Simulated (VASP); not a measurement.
# Au (Fm-3m) in VASP: single point with PBEsol

Aim: the single point of Au with PBEsol.

Program: VASP 6.6.1. These are calculated values, not measurements. Logs are shortened: lines on timing, memory, paths and dates and some standing lists are left out, and cuts for length are marked.

## 1. The cell of the first run

It takes space group Fm-3m (No. 225, cubic). Conventional cell: a = 4.084 Å, b = 4.084 Å, c = 4.084 Å, α = 90.00°, β = 90.00°, γ = 90.00°. Au (site symmetry m-3m) has 12 Au at 2.89 Å within 3.8 Å.

## 2. Single point, PBEsol

INCAR reads:

```
ALGO = Normal
EDIFF = 1E-6
ENCUT = 520
GGA = PS
ISIF = 2
ISMEAR = -1
LASPH = True
LCHARG = False
LREAL = False
LWAVE = False
NBANDS = 18
NELM = 100
PREC = Accurate
SIGMA = 0.08
```

KPOINTS reads:

```
k-points
0
Gamma
  14 10 14
```

POSCAR reads:

```
Au
1.0
   -2.0418101349      2.0418101349      0.0000000000
    0.0000000000      0.0000000000      4.0836202698
    2.0418101349      2.0418101349      0.0000000000
Au
2
Direct
    0.0000000000      0.0000000000      0.0000000000
    0.5000000000      0.5000000000      0.5000000000
```

Potentials or basis: VASP PAW PBE potentials, release 64 (Au).

On the command line:

```bash
> cat potpaw_PBE.64/Au/POTCAR > POTCAR
> mpirun -np 1 vasp_std > vasp.out
```

OUTCAR:

```text
EDIFF = 1E-6
   ENCUT = 520
   GGA = PS
   ISIF = 2
   ISMEAR = -1
   LASPH = True
   LREAL = False
   NELM = 100
   PREC = Accurate

 ion  position               nearest neighbor table
   1  0.000  0.000  0.000-   2 2.89   2 2.89   2 2.89   2 2.89   2 2.89   2 2.89   2 2.89   2 2.89

   2  0.500  0.500  0.500-   1 2.89   1 2.89   1 2.89   1 2.89   1 2.89   1 2.89   1 2.89   1 2.89

  LATTYP: Found a simple tetragonal cell.
 ALAT       =     2.8875555846
 C/A-ratio  =     1.4142135624

  Lattice vectors:

 A1 = (   2.0418101349,  -2.0418101349,   0.0000000000)
 A2 = (   2.0418101349,   2.0418101349,   0.0000000000)
 A3 = (   0.0000000000,   0.0000000000,   4.0836202698)

Analysis of symmetry for initial positions (statically):
=====================================================================
 Subroutine PRICEL returns following result:

  LATTYP: Found a face centered cubic cell.
 ALAT       =     4.0836202698

  Lattice vectors:

 A1 = (   2.0418101349,   0.0000000000,   2.0418101349)
 A2 = (   2.0418101349,   2.0418101349,   0.0000000000)
 A3 = (   0.0000000000,   2.0418101349,   2.0418101349)

   2 primitive cells build up your supercell.

 Routine SETGRP: Setting up the symmetry group for a
 simple tetragonal supercell.

 Subroutine GETGRP returns: Found 16 space group operations
 (whereof 16 operations were pure point group operations)
 out of a pool of 16 trial point group operations.

The static configuration has the point symmetry D_4h.

Analysis of symmetry for dynamics (positions and initial velocities):
=====================================================================
 Subroutine PRICEL returns following result:

  LATTYP: Found a face centered cubic cell.
 ALAT       =     4.0836202698

  Lattice vectors:

 A1 = (   2.0418101349,   0.0000000000,   2.0418101349)
 A2 = (   2.0418101349,   2.0418101349,   0.0000000000)
 A3 = (   0.0000000000,   2.0418101349,   2.0418101349)

   2 primitive cells build up your supercell.

 Routine SETGRP: Setting up the symmetry group for a
 simple tetragonal supercell.

 Subroutine GETGRP returns: Found 16 space group operations
 (whereof 16 operations were pure point group operations)
 out of a pool of 16 trial point group operations.
[... 85 lines left out ...]
   dimension x,y,z NGXF=    48 NGYF=   60 NGZF=   48
   ions per type =               2
   NGX,Y,Z   is equivalent  to a cutoff of  13.82, 12.21, 13.82 a.u.
   NGXF,Y,Z  is equivalent  to a cutoff of  27.64, 24.43, 27.64 a.u.
 SYSTEM =  unknown system
   PREC   = accura    normal or accurate (medium, high low for compatibility)
   ISTART =      0    job   : 0-new  1-cont  2-samecut
   ICHARG =      2    charge: 1-file 2-atom 10-const
   ISPIN  =      1    spin polarized calculation?
   LNONCOLLINEAR =      F non collinear calculations
   LSORBIT =      F    spin-orbit coupling
   LASPH  =      T    aspherical Exc in radial PAW
   ENCUT  =  520.0 eV  38.22 Ry    6.18 a.u.   5.37  7.59  5.37*2*pi/ulx,y,z
   NELM   =    100;   NELMIN=  2; NELMDL= -5     # of ELM steps
   EDIFF  = 0.1E-05   stopping-criterion for ELM
   LREAL  =      F    real-space projection
   EDIFFG = 0.1E-04   stopping-criterion for IOM
   NSW    =      0    number of steps for IOM
   IBRION =     -1    ionic relax: 0-MD 1-quasi-New 2-CG
   NFREE  =      0    steps in history (QN), initial steepest desc. (CG)
   ISIF   =      2    stress and relaxation
   ISYM   =      2    0-nonsym 1-usesym 2-fastsym
   POTIM  = 0.5000    time-step for ionic-motion
   TEBEG  =    0.0;   TEEND  =   0.0 temperature during run
   PSTRESS=    0.0 pullay stress
   NELECT =      22.0000    total number of electrons
   NUPDOWN=      -1.0000    fix difference up-down
   EMIN   =  10.00;   EMAX   =-10.00  energy-range for DOS
   EFERMI =   0.00;   METHOD = LEGACY
   ISMEAR =    -1;   SIGMA  =   0.08  broadening in eV -4-tet -1-fermi 0-gaus
   EFERMI_NEDOS =   21; number of points for ismear=-14 and -15
   IALGO  =     38    algorithm
   IMIX   =      4    mixing-type and parameters
     AMIX     =   0.40;   BMIX     =  1.00
     AMIX_MAG =   1.60;   BMIX_MAG =  1.00
  volume/ion in A,a.u.               =      17.02       114.89
  Fermi-wavevector in a.u.,A,eV,Ry     =   1.415295  2.674520 27.253293  2.003061
  Thomas-Fermi vector in A             =   2.536749
   LORBIT       =      0    0 simple, 1 ext, 2 COOP (PROOUT), +10 PAW based schemes
   GGA     = PS    functional components
   LHFCALC =     F    Hartree Fock is set to
   AEXX    =    0.0000 exact exchange contribution
   IVDW    =     0    specifies the selected vdW correction
   LEPSILON=     F    determine dielectric tensor
   LRPA    =     F    only Hartree local field effects (RPA)
 non-spin polarized calculation
  energy-cutoff  :      520.00
  volume of cell :       34.05
 maximum number of plane-waves:       933
 NGX is ok and might be reduce to    24
   NGX = 11   NGY = 15   NGZ = 11

 number of electron      21.9999998 magnetization

 Free energy of the ion-electron system (eV)
  ---------------------------------------------------
  ext. energy  EPLUGINS =         0.00000000
  ---------------------------------------------------
  free energy    TOTEN  =        -7.85330049 eV

  energy without entropy =       -7.84193745  energy(sigma->0) =       -7.84761897

 E-fermi :   9.3065     XC(G=0): -12.8910

 val. band max:        9.2778752543   @ k =   0.2143   0.4000   0.2143
 cond. band min:       9.3111948442   @ k =   0.2857   0.4000   0.1429
 fundamental gap:      0.0333195899
 Fermi energy:         9.3064677574

 k-point     1 :       0.0000    0.0000    0.0000
  band No.  band energies     occupation
      1      -0.6367      2.00000
      2       2.2129      2.00000
      3       2.5365      2.00000
      4       4.6089      2.00000
      5       4.6089      2.00000
      6       4.6112      2.00000
[... 481 lines left out ...]
      5       5.0325      2.00000
      6       5.0325      2.00000
[... 10 lines left out ...]
     17      24.9596      0.00000
     18      24.9596      0.00000

 [... further k-points ...]
[... 5 lines left out ...]
  --------------------------------------------------------------------------------------
  -------------------------------------------------------------------------------------
  Total       -0.0427508     -0.0427508     -0.1554348      0.0000000      0.0000000      0.0000000
  in kB       -2.0116328     -2.0116328     -7.3139614      0.0000000      0.0000000      0.0000000
  external PRESSURE =      -3.7790757 kB  Pullay stress =       0.0000000 kB

 VOLUME and BASIS-vectors are now :
 -----------------------------------------------------------------------------
  energy-cutoff  :      520.00
  volume of cell :       34.05
      direct lattice vectors                 reciprocal lattice vectors
    -2.041810135  2.041810135  0.000000000    -0.244880751  0.244880751  0.000000000
     0.000000000  0.000000000  4.083620270     0.000000000  0.000000000  0.244880751
     2.041810135  2.041810135  0.000000000     0.244880751  0.244880751  0.000000000

 POSITION                                       TOTAL-FORCE (eV/Angst)
 -----------------------------------------------------------------------------------
      0.00000      0.00000      0.00000         0.000000      0.000000     -0.000000
      0.00000      2.04181      2.04181        -0.000000     -0.000000      0.000000
 -----------------------------------------------------------------------------------
    total drift:                               -0.000000     -0.000000      0.000000

  FREE ENERGIE OF THE ION-ELECTRON SYSTEM (eV)
  ---------------------------------------------------
  free  energy   TOTEN  =        -7.8533004862 eV

  energy  without entropy=       -7.8419374470  energy(sigma->0) =       -7.84761897
```

It took 38 s on 1 thread of Intel Xeon Platinum 8488C (Sapphire Rapids), shared host; peak memory 0.22 GiB.

What came out:

```yaml
Free_energy: -7.8533 eV
Pressure: -0.4 GPa
Band_gap_on_the_k_mesh: zero (band 11 reaches 14.06 eV, above the bottom of band 12 at 6.70 eV)
```

Levels at points of the mesh, in eV from the Fermi level:
```tsv
k point	band 9	band 10	band 11	band 12	band 13	band 14
(0.00, 0.00, 0.00)	-2.00	-1.64	-1.64	0.94	5.74	9.94
(0.50, 0.00, 0.00)	-3.18	-3.18	-0.29	-0.29	8.48	8.48
(0.00, 0.50, 0.00)	-3.46	-3.46	-2.61	-2.61	14.75	14.75
(0.50, 0.50, 0.00)	-1.96	-1.96	-1.04	-1.04	3.05	3.05
(0.50, 0.00, 0.50)	-1.64	-1.64	0.94	0.94	5.74	5.74
(0.50, 0.50, 0.50)	-1.63	-1.63	4.67	4.67	6.25	6.25
```

Caveat: the PAW data sets were made with another functional, which shifts forces and pressure a little; spin-orbit coupling is left out, which moves the levels of the heavy elements.
